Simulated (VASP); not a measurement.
# ZrB in VASP: a series of runs, part 3 of 3

VASP 6.6.1. The steps go on from the part before.

## Step 5: Single point, PBE (uniaxial strain along c: +4.0 %)

Input file INCAR:

```
SYSTEM = ZrB
  PREC = Accurate
  ENCUT = 520
  EDIFF = 1E-6
  ISMEAR = 0
  SIGMA = 0.1
  LREAL = .False.
  LASPH = .True.
  NELM = 60
  ALGO = Normal
  ISIF = 2
  LWAVE = .False.
  LCHARG = .True.
  GGA = PE
  LELF = .True.
  LVHAR = .True.
  NBANDS = 23
```

Input file KPOINTS:

```
Automatic mesh
0
Gamma
  12 12 10
  0 0 0
```

Input file POSCAR:

```
ZrB
1.0
    2.4275300215      2.4275300215      0.0000000000
   -2.4275300215      2.4275300215      0.0000000000
    0.0000000000      0.0000000000      5.1002650956
Zr B
2 2
Direct
    0.0000000000      0.0000000000      0.0000000000
    0.5000000000      0.5000000000      0.5000000000
    0.5000000000      0.5000000000      0.0000000000
    0.0000000000      0.0000000000      0.5000000000
```

Potentials or basis: VASP PAW PBE potentials, release 64 (Zr_sv, B).

Command:

```bash
$ cat potpaw_PBE.64/Zr_sv/POTCAR potpaw_PBE.64/B/POTCAR > POTCAR
$ mpirun -np 1 vasp_std > vasp.out
```

OUTCAR:

```text
SYSTEM = ZrB
   PREC = Accurate
   ENCUT = 520
   EDIFF = 1E-6
   ISMEAR = 0
   LREAL = .False.
   LASPH = .True.
   NELM = 60
   ISIF = 2
   GGA = PE

 ion  position               nearest neighbor table
   1  0.000  0.000  0.000-   3 2.43   3 2.43   3 2.43   3 2.43   4 2.55   4 2.55   2 3.52   2 3.52
                             2 3.52   2 3.52   2 3.52   2 3.52   2 3.52   2 3.52
   2  0.500  0.500  0.500-   4 2.43   4 2.43   4 2.43   4 2.43   3 2.55   3 2.55   1 3.52   1 3.52
                             1 3.52   1 3.52   1 3.52   1 3.52   1 3.52   1 3.52
   3  0.500  0.500  0.000-   1 2.43   1 2.43   1 2.43   1 2.43   2 2.55   2 2.55
   4  0.000  0.000  0.500-   2 2.43   2 2.43   2 2.43   2 2.43   1 2.55   1 2.55

  LATTYP: Found a simple tetragonal cell.
 ALAT       =     3.4330458795
 C/A-ratio  =     1.4856384897

  Lattice vectors:

 A1 = (   2.4275300215,   2.4275300215,   0.0000000000)
 A2 = (  -2.4275300215,   2.4275300215,   0.0000000000)
 A3 = (   0.0000000000,   0.0000000000,   5.1002650956)

Analysis of symmetry for initial positions (statically):
=====================================================================
 Subroutine PRICEL returns following result:

  LATTYP: Found a body centered tetragonal cell.
 ALAT       =     3.4330458795
[... 187 lines left out ...]
  free energy    TOTEN  =       -31.92690757 eV

  energy without entropy =      -31.91728428  energy(sigma->0) =      -31.92209593

 E-fermi :   7.2715     XC(G=0): -11.3842

 val. band max:        7.2711683281   @ k =   0.3333   0.0833   0.0000
 cond. band min:       7.2723705601   @ k =   0.4167   0.3333   0.3000
 fundamental gap:      0.0012022321
 Fermi energy:         7.2715430690

 k-point     1 :       0.0000    0.0000    0.0000
  band No.  band energies     occupation
      1     -40.2928      2.00000
      2     -40.2301      2.00000
      3     -18.5810      2.00000
      4     -18.2675      2.00000
      5     -18.2675      2.00000
      6     -18.1439      2.00000
[... 613 lines left out ...]
     22      12.9798      0.00000
     23      13.1233      0.00000

 [... further k-points ...]
[... 5 lines left out ...]
  --------------------------------------------------------------------------------------
  -------------------------------------------------------------------------------------
  Total        0.8010366      0.8010366     -4.1227468      0.0000000      0.0000000      0.0000000
  in kB       21.3506436     21.3506436   -109.8867384      0.0000000      0.0000000      0.0000000
  external PRESSURE =     -22.3951504 kB  Pullay stress =       0.0000000 kB

 VOLUME and BASIS-vectors are now :
 -----------------------------------------------------------------------------
  energy-cutoff  :      520.00
  volume of cell :       60.11
      direct lattice vectors                 reciprocal lattice vectors
     2.427530021  2.427530021  0.000000000     0.205970676  0.205970676  0.000000000
    -2.427530021  2.427530021  0.000000000    -0.205970676  0.205970676  0.000000000
     0.000000000  0.000000000  5.100265096     0.000000000  0.000000000  0.196068240

 POSITION                                       TOTAL-FORCE (eV/Angst)
 -----------------------------------------------------------------------------------
      0.00000      0.00000      0.00000         0.000000     -0.000000     -0.000000
      0.00000      2.42753      2.55013        -0.000000      0.000000      0.000000
      0.00000      2.42753      0.00000        -0.000000      0.000000     -0.000000
      0.00000      0.00000      2.55013        -0.000000      0.000000     -0.000000
 -----------------------------------------------------------------------------------
    total drift:                               -0.000000      0.000000      0.000000

  FREE ENERGIE OF THE ION-ELECTRON SYSTEM (eV)
  ---------------------------------------------------
  free  energy   TOTEN  =       -31.9269075749 eV

  energy  without entropy=      -31.9172842835  energy(sigma->0) =      -31.92209593
```

OSZICAR:

```text
N       E                     dE             d eps       ncg     rms          rms(c)
DAV:   1     0.232811171814E+03    0.23281E+03   -0.15691E+04  7728   0.128E+03
DAV:   2    -0.195112100160E+02   -0.25232E+03   -0.24255E+03  9246   0.350E+02
DAV:   3    -0.353531821157E+02   -0.15842E+02   -0.15614E+02 14073   0.686E+01
DAV:   4    -0.357648277502E+02   -0.41165E+00   -0.41113E+00  9583   0.106E+01
DAV:   5    -0.357771290112E+02   -0.12301E-01   -0.12301E-01 12096   0.138E+00    0.232E+01
DAV:   6    -0.319094097094E+02    0.38677E+01   -0.12544E+01  8623   0.177E+01    0.795E+00
DAV:   7    -0.319265422018E+02   -0.17132E-01   -0.98395E-01 12453   0.443E+00    0.327E+00
DAV:   8    -0.319258264112E+02    0.71579E-03   -0.47616E-02  8912   0.154E+00    0.786E-01
DAV:   9    -0.319266445863E+02   -0.81818E-03   -0.50987E-03 12036   0.485E-01    0.166E-01
DAV:  10    -0.319269083624E+02   -0.26378E-03   -0.45238E-04  9954   0.183E-01    0.249E-02
DAV:  11    -0.319269115615E+02   -0.31991E-05   -0.53262E-05 11179   0.460E-02    0.119E-02
DAV:  12    -0.319269074561E+02    0.41054E-05   -0.65913E-06  9621   0.212E-02    0.523E-03
DAV:  13    -0.319269075749E+02   -0.11880E-06   -0.34461E-07  5936   0.456E-03
   1 F= -.31926908E+02 E0= -.31922096E+02  d E =-.962329E-02
```

Wall time 2.3 min (1 thread of Intel Xeon Platinum 8559C (Emerald Rapids), shared host); peak memory 0.32 GiB.

Results:

* Free energy: -31.9269 eV
* Pressure: -2.2 GPa
* Band gap on the k mesh: zero (band 15 reaches 9.16 eV, above the bottom of band 16 at 6.19 eV)

Stress tensor (GPa, compression positive):
```
  2.14   0.00   0.00
  0.00   2.14   0.00
  0.00   0.00 -10.99
```

Caveat: the cell differs from its parent crystal (uniaxial strain along c: +4.0 %).

## Step 6: Single point, PBE (uniaxial strain along c: +4.0 %, then relaxed in part)

Input file INCAR:

```
SYSTEM = ZrB
  PREC = Accurate
  ENCUT = 520
  EDIFF = 1E-7
  ISMEAR = 0
  SIGMA = 0.1
  LREAL = .FALSE.
  LASPH = .TRUE.
  NELM = 80
  ALGO = Normal
  ISIF = 2
  LWAVE = .FALSE.
  LCHARG = .FALSE.
  GGA = PE
  NBANDS = 23
```

Input file KPOINTS:

```
Automatic mesh
0
G
  12 12 10
  0 0 0
```

POSCAR: that of step 5 with these lines changed.

```diff
@@ -2,4 +2,4 @@
 1.0
-    2.4275300215      2.4275300215      0.0000000000
-   -2.4275300215      2.4275300215      0.0000000000
+    2.4390105671      2.4390105671      0.0000000000
+   -2.4390105671      2.4390105671      0.0000000000
     0.0000000000      0.0000000000      5.1002650956
```

Potentials or basis: VASP PAW PBE potentials, release 64 (Zr_sv, B).

Command:

```bash
$ cat potpaw_PBE.64/Zr_sv/POTCAR potpaw_PBE.64/B/POTCAR > POTCAR
$ mpirun -np 1 vasp_std > vasp.out
```

It took 1.8 min on 1 thread of Intel Xeon Platinum 8559C (Emerald Rapids), shared host; peak memory 0.32 GiB.

It converged, with:

```yaml
Free_energy: -31.9311 eV
Pressure: -3.7 GPa
Band_gap_on_the_k_mesh: zero (band 15 reaches 9.04 eV, above the bottom of band 16 at 6.11 eV)
```

Stress tensor (GPa, compression positive):
```
  0.08   0.00   0.00
  0.00   0.08   0.00
  0.00   0.00 -11.38
```

Levels at points of the mesh, in eV from the Fermi level:
| k point | band 13 | band 14 | band 15 | band 16 | band 17 | band 18 | band 19 | band 20 |
| --- | --- | --- | --- | --- | --- | --- | --- | --- |
| (0.00, 0.00, 0.00) | 1.44 | 1.86 | 1.86 | 2.16 | 2.16 | 2.79 | 3.24 | 3.24 |
| (0.50, 0.00, 0.00) | -1.09 | -1.09 | -0.79 | -0.79 | 3.60 | 3.60 | 5.05 | 5.05 |
| (0.50, 0.50, 0.00) | -0.70 | -0.70 | 1.84 | 1.84 | 1.93 | 1.93 | 4.38 | 4.38 |
| (0.00, 0.00, 0.50) | 0.20 | 0.20 | 1.54 | 1.54 | 1.54 | 1.54 | 3.76 | 3.76 |
| (0.50, 0.00, 0.50) | -1.18 | -1.18 | -1.08 | -1.08 | 4.54 | 4.54 | 4.78 | 4.78 |
| (0.50, 0.50, 0.50) | -0.92 | -0.92 | -0.72 | -0.72 | 3.96 | 3.96 | 3.96 | 3.96 |

Caveat: the cell differs from its parent crystal (uniaxial strain along c: +4.0 %, then relaxed in part).

## Step 7: The runs side by side

```tsv
task	cell	k mesh	cutoff (eV)	smearing	gap on the mesh (eV)	pressure (GPa)
single point	a = 3.469 Å, angles 60.0°, 2 atoms	14 × 14 × 14	520	fermi-dirac 0.15 eV	none	0.1
relaxation of cell and atoms	relaxed from a = 3.468 Å, angles 60.0°, 2 atoms	14 × 14 × 14	600	fermi-dirac 0.15 eV	none	0.0
single point	a = 3.458, b = 3.458, c = 5.002 Å, 4 atoms	12 × 12 × 10	520	gaussian 0.1 eV	none	-1.9
single point	a = 3.433, b = 3.433, c = 5.100 Å, 4 atoms	12 × 12 × 10	520	gaussian 0.1 eV	none	-2.2
single point	a = 3.449, b = 3.449, c = 5.100 Å, 4 atoms	12 × 12 × 10	520	gaussian 0.1 eV	none	-3.7
```

Alike in all rows: level PBE; potentials or basis VASP PAW PBE potentials, release 64 (Zr_sv, B); no spin polarisation.

Total energies depend on the potentials used, so only differences within one code and one set of settings carry meaning.
